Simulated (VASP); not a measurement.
# KCl in VASP: further runs, part 3 of 3

VASP 6.6.1. The steps go on from the part before.

## (4) Single point, PBEsol (equal xy, yz and zx shear strains of -1 %)

Input file INCAR:

```
ALGO     = Normal         # electronic algorithm
EDIFF    = 1E-6           # SCF threshold, eV
ENCUT    = 520            # plane-wave cutoff, eV
GGA      = PS             # functional
ISIF     = 2              # what is computed and relaxed
ISMEAR   = -1             # smearing method
LASPH    = T              # aspherical terms in the spheres
LCHARG   = T              # write CHGCAR
LELF     = T              # ELF
LREAL    = F              # projectors in reciprocal space
LVHAR    = T            
LWAVE    = F              # write WAVECAR
NBANDS   = 15             # bands
NELM     = 60             # most SCF steps
PREC     = Accurate       # precision mode
SIGMA    = 0.02           # smearing width, eV
```

Input file KPOINTS:

```
k-points
0
Gamma
  7 7 7
```

Input file POSCAR:

```
KCl
1.0
    3.6340000000     -0.0181700000     -0.0181700000
   -0.0181700000      3.6340000000     -0.0181700000
   -0.0181700000     -0.0181700000      3.6340000000
K Cl
1 1
Direct
    0.0000000000      0.0000000000      0.0000000000
    0.5000000000      0.5000000000      0.5000000000
```

Potentials or basis: VASP PAW PBE potentials, release 64 (K_sv, Cl).

The run is started by

```sh
cat potpaw_PBE.64/K_sv/POTCAR potpaw_PBE.64/Cl/POTCAR > POTCAR
mpirun -np 1 vasp_std > vasp.out
```

OUTCAR:

```text
EDIFF = 1E-6
   ENCUT = 520
   GGA = PS
   ISIF = 2
   ISMEAR = -1
   LASPH = T
   LREAL = F
   NELM = 60
   PREC = Accurate

 ion  position               nearest neighbor table
   1  0.000  0.000  0.000-   2 3.12   2 3.12   2 3.16   2 3.16   2 3.16   2 3.16   2 3.16   2 3.16

   2  0.500  0.500  0.500-   1 3.12   1 3.12   1 3.16   1 3.16   1 3.16   1 3.16   1 3.16   1 3.16

  LATTYP: Found a trigonal (rhomboedric) cell.
 ALAT       =     3.6340908489
 COS(alpha) =    -0.0099745013

  Lattice vectors:

 A1 = (   3.6340000000,  -0.0181700000,  -0.0181700000)
 A2 = (  -0.0181700000,   3.6340000000,  -0.0181700000)
 A3 = (  -0.0181700000,  -0.0181700000,   3.6340000000)

Analysis of symmetry for initial positions (statically):
=====================================================================
 Subroutine PRICEL returns:
 Original cell was already a primitive cell.

 Routine SETGRP: Setting up the symmetry group for a
 trigonal (rhombohedral) supercell.

 Subroutine GETGRP returns: Found 12 space group operations
 (whereof 12 operations were pure point group operations)
 out of a pool of 12 trial point group operations.

The static configuration has the point symmetry D_3d.

Analysis of symmetry for dynamics (positions and initial velocities):
=====================================================================
 Subroutine PRICEL returns:
 Original cell was already a primitive cell.

 Routine SETGRP: Setting up the symmetry group for a
 trigonal (rhombohedral) supercell.

 Subroutine GETGRP returns: Found 12 space group operations
 (whereof 12 operations were pure point group operations)
 out of a pool of 12 trial point group operations.

The dynamic configuration has the point symmetry D_3d.

 Subroutine INISYM returns: Found 12 space group operations
 (whereof 12 operations are pure point group operations),
 and found     1 'primitive' translations

[... 123 lines left out ...]
   LEPSILON=     F    determine dielectric tensor
   LRPA    =     F    only Hartree local field effects (RPA)
 non-spin polarized calculation
  energy-cutoff  :      520.00
  volume of cell :       47.99
 maximum number of plane-waves:      1309
   NGX = 13   NGY = 13   NGZ = 13

 number of electron      16.0000000 magnetization

 Free energy of the ion-electron system (eV)
  ---------------------------------------------------
  ext. energy  EPLUGINS =         0.00000000
  ---------------------------------------------------
  free energy    TOTEN  =        -6.88372967 eV

  energy without entropy =       -6.88372967  energy(sigma->0) =       -6.88372967

 E-fermi :   0.5027     XC(G=0):  -9.0302

 val. band max:       -0.0379606229   @ k =  -0.4286   0.4286   0.0000
 cond. band min:       5.3576031031   @ k =   0.0000   0.0000   0.0000
 fundamental gap:      5.3955637260
 Fermi energy:         0.5027132796

 k-point     1 :       0.0000    0.0000    0.0000
  band No.  band energies     occupation
      1     -27.6575      2.00000
      2     -12.9104      2.00000
      3     -11.0727      2.00000
      4     -11.0662      2.00000
      5     -11.0662      2.00000
      6      -0.2513      2.00000
      7      -0.2400      2.00000
      8      -0.2400      2.00000
      9       5.3576      0.00000
     10       6.2112      0.00000
     11       6.2112      0.00000
     12      10.9575      0.00000
     13      11.0596      0.00000
     14      11.0596      0.00000
[... 401 lines left out ...]
      2     -12.7611      2.00000
      3     -11.3027      2.00000
      4     -11.1534      2.00000
      5     -11.0594      2.00000
      6      -1.7210      2.00000
      7      -1.1368      2.00000
      8      -0.4723      2.00000
      9       7.2860      0.00000
     10       8.2553      0.00000
     11       8.9244      0.00000
     12       9.5729      0.00000
     13      10.4625      0.00000
     14      10.8602      0.00000
     15      13.1758      0.00000

 [... further k-points ...]

------------------------ aborting loop because EDIFF is reached ----------------------------------------

  FORCE on cell =-STRESS in cart. coord.  units (eV):
  Direction    XX          YY          ZZ          XY          YZ          ZX
  --------------------------------------------------------------------------------------
  -------------------------------------------------------------------------------------
  Total        0.7150827      0.7150827      0.7150827      0.0445871      0.0445871      0.0445871
  in kB       23.8750766     23.8750766     23.8750766      1.4886670      1.4886670      1.4886670
  external PRESSURE =      23.8750766 kB  Pullay stress =       0.0000000 kB

 VOLUME and BASIS-vectors are now :
 -----------------------------------------------------------------------------
  energy-cutoff  :      520.00
  volume of cell :       47.99
      direct lattice vectors                 reciprocal lattice vectors
     3.634000000 -0.018170000 -0.018170000     0.275192695  0.001382878  0.001382878
    -0.018170000  3.634000000 -0.018170000     0.001382878  0.275192695  0.001382878
    -0.018170000 -0.018170000  3.634000000     0.001382878  0.001382878  0.275192695

 POSITION                                       TOTAL-FORCE (eV/Angst)
 -----------------------------------------------------------------------------------
      0.00000      0.00000      0.00000         0.000000     -0.000000      0.000000
      1.79883      1.79883      1.79883        -0.000000      0.000000      0.000000
 -----------------------------------------------------------------------------------
    total drift:                               -0.000000      0.000000      0.000000

  FREE ENERGIE OF THE ION-ELECTRON SYSTEM (eV)
  ---------------------------------------------------
  free  energy   TOTEN  =        -6.8837296744 eV

  energy  without entropy=       -6.8837296744  energy(sigma->0) =       -6.88372967
```

OSZICAR:

```text
N       E                     dE             d eps       ncg     rms          rms(c)
DAV:   1     0.105237716275E+03    0.10524E+03   -0.73518E+03  1320   0.991E+02
DAV:   2    -0.163869708220E+01   -0.10688E+03   -0.98958E+02  1745   0.249E+02
DAV:   3    -0.697948630503E+01   -0.53408E+01   -0.53130E+01  1796   0.494E+01
DAV:   4    -0.712845109201E+01   -0.14896E+00   -0.14894E+00  1943   0.799E+00
DAV:   5    -0.712972400025E+01   -0.12729E-02   -0.12729E-02  1831   0.844E-01    0.364E+00
DAV:   6    -0.691158008145E+01    0.21814E+00   -0.21465E-01  1642   0.331E+00    0.306E+00
DAV:   7    -0.688293766987E+01    0.28642E-01   -0.71537E-02  1782   0.198E+00    0.174E+00
DAV:   8    -0.688365022373E+01   -0.71255E-03   -0.15460E-02  1803   0.972E-01    0.229E-01
DAV:   9    -0.688359135528E+01    0.58868E-04   -0.52784E-04  1763   0.156E-01    0.922E-02
DAV:  10    -0.688373257413E+01   -0.14122E-03   -0.19862E-04  1524   0.113E-01    0.315E-02
DAV:  11    -0.688372864484E+01    0.39293E-05   -0.15664E-05  1859   0.301E-02    0.118E-02
DAV:  12    -0.688372977978E+01   -0.11349E-05   -0.76135E-07  1108   0.701E-03    0.231E-03
DAV:  13    -0.688372967436E+01    0.10542E-06   -0.86984E-08  1073   0.267E-03
   1 F= -.68837297E+01 E0= -.68837297E+01  d E =-.692920E-13
```

Run time: 18 s. Hardware: 1 thread of Intel Xeon Platinum 8488C (Sapphire Rapids), shared host; peak memory 0.17 GiB.

Results:

| Quantity | Value |
| --- | --- |
| Free energy | -6.8837 eV |
| Pressure | 2.4 GPa |
| Band gap on the k mesh | 5.40 eV, indirect (least direct gap 5.60 eV) |

Caveat: the cell differs from its parent crystal (equal xy, yz and zx shear strains of -1 %); the PAW data sets were made with another functional, which shifts forces and pressure a little. A k mesh can miss the band edges.

## (5) Single point, PBEsol (equal xy, yz and zx shear strains of +2 %)

Input file INCAR:

```
PREC = Accurate
ENCUT = 520
EDIFF = 1E-7
ISMEAR = -1
SIGMA = 0.02
LREAL = False
LASPH = True
NELM = 100
ALGO = Normal
ISIF = 2
LWAVE = False
LCHARG = False
GGA = PS
NBANDS = 15
```

Input file KPOINTS:

```
regular mesh
0
Gamma
  7 7 7
```

Input file POSCAR:

```
KCl
1.0
    3.6340000000      0.0363400000      0.0363400000
    0.0363400000      3.6340000000      0.0363400000
    0.0363400000      0.0363400000      3.6340000000
K Cl
1 1
Direct
    0.0000000000      0.0000000000      0.0000000000
    0.5000000000      0.5000000000      0.5000000000
```

Potentials or basis: VASP PAW PBE potentials, release 64 (K_sv, Cl).

The run is started by

```sh
cat potpaw_PBE.64/K_sv/POTCAR potpaw_PBE.64/Cl/POTCAR > POTCAR
mpirun -np 1 vasp_std > vasp.out
```

OUTCAR:

```text
PREC = Accurate
   ENCUT = 520
   EDIFF = 1E-7
   ISMEAR = -1
   LREAL = False
   LASPH = True
   NELM = 100
   ISIF = 2
   GGA = PS

 ion  position               nearest neighbor table
   1  0.000  0.000  0.000-   2 3.13   2 3.13   2 3.13   2 3.13   2 3.13   2 3.13   2 3.21   2 3.21

   2  0.500  0.500  0.500-   1 3.13   1 3.13   1 3.13   1 3.13   1 3.13   1 3.13   1 3.21   1 3.21

  LATTYP: Found a trigonal (rhomboedric) cell.
 ALAT       =     3.6343633818
[... 620 lines left out ...]
 [... further k-points ...]

------------------------ aborting loop because EDIFF is reached ----------------------------------------

  FORCE on cell =-STRESS in cart. coord.  units (eV):
  Direction    XX          YY          ZZ          XY          YZ          ZX
  --------------------------------------------------------------------------------------
  -------------------------------------------------------------------------------------
  Total        0.7273054      0.7273054      0.7273054     -0.0712510     -0.0712510     -0.0712510
  in kB       24.2885754     24.2885754     24.2885754     -2.3794466     -2.3794466     -2.3794466
  external PRESSURE =      24.2885754 kB  Pullay stress =       0.0000000 kB

 VOLUME and BASIS-vectors are now :
 -----------------------------------------------------------------------------
  energy-cutoff  :      520.00
  volume of cell :       47.98
      direct lattice vectors                 reciprocal lattice vectors
     3.634000000  0.036340000  0.036340000     0.275233368 -0.002725083 -0.002725083
     0.036340000  3.634000000  0.036340000    -0.002725083  0.275233368 -0.002725083
     0.036340000  0.036340000  3.634000000    -0.002725083 -0.002725083  0.275233368

 POSITION                                       TOTAL-FORCE (eV/Angst)
 -----------------------------------------------------------------------------------
      0.00000      0.00000      0.00000         0.000000     -0.000000      0.000000
      1.85334      1.85334      1.85334        -0.000000      0.000000     -0.000000
 -----------------------------------------------------------------------------------
    total drift:                                0.000000      0.000000      0.000000

  FREE ENERGIE OF THE ION-ELECTRON SYSTEM (eV)
  ---------------------------------------------------
  free  energy   TOTEN  =        -6.8819859967 eV

  energy  without entropy=       -6.8819859967  energy(sigma->0) =       -6.88198600
```

stdout:

```text
POSCAR found type information on POSCAR K Cl
 POSCAR found :  2 types and       2 ions
 scaLAPACK will be used
 -----------------------------------------------------------------------------
|                                                                             |
|                                                                             |
|     You enforced a specific xc type in the INCAR file but a different       |
|     I HOPE YOU KNOW WHAT YOU ARE DOING!                                     |
|                                                                             |
 -----------------------------------------------------------------------------

 LDA part: xc-table for (Slater+PW92), standard interpolation
 POSCAR, INCAR and KPOINTS ok, starting setup
 FFT: planning ... GRIDC
 FFT: planning ... GRID_SOFT
 FFT: planning ... GRID
 WAVECAR not read
 entering main loop
```

It took 16 s on 1 thread of Intel Xeon Platinum 8488C (Sapphire Rapids), shared host; peak memory 0.16 GiB.

Results:

- Free energy: -6.8820 eV
- Pressure: 2.4 GPa
- Band gap on the k mesh: 5.40 eV, indirect (least direct gap 5.58 eV)

Stress tensor (GPa, compression positive):
```
 2.43 -0.24 -0.24
-0.24  2.43 -0.24
-0.24 -0.24  2.43
```

Caveat: the cell differs from its parent crystal (equal xy, yz and zx shear strains of +2 %); the PAW data sets were made with another functional, which shifts forces and pressure a little. A k mesh can miss the band edges.

## (6) Overview

| cell | gap on the mesh (eV) | pressure (GPa) |
| --- | --- | --- |
| a = 3.598, b = 3.598, c = 3.634 Å, 2 atoms | 5.48 | 3.1 |
| a = 3.670, b = 3.670, c = 3.634 Å, 2 atoms | 5.25 | 1.7 |
| a = 3.634 Å, angles 90.6°, 2 atoms | 5.40 | 2.4 |
| a = 3.634 Å, angles 88.8°, 2 atoms | 5.40 | 2.4 |

Alike in all rows: task single point; level PBEsol; potentials or basis VASP PAW PBE potentials, release 64 (K_sv, Cl); no spin polarisation; k mesh 7 × 7 × 7; cutoff (eV) 520; smearing fermi-dirac 0.02 eV.

Caveats: the PAW data sets were made with another functional, which shifts forces and pressure a little.

Total energies depend on the potentials used, so only differences within one code and one set of settings carry meaning.
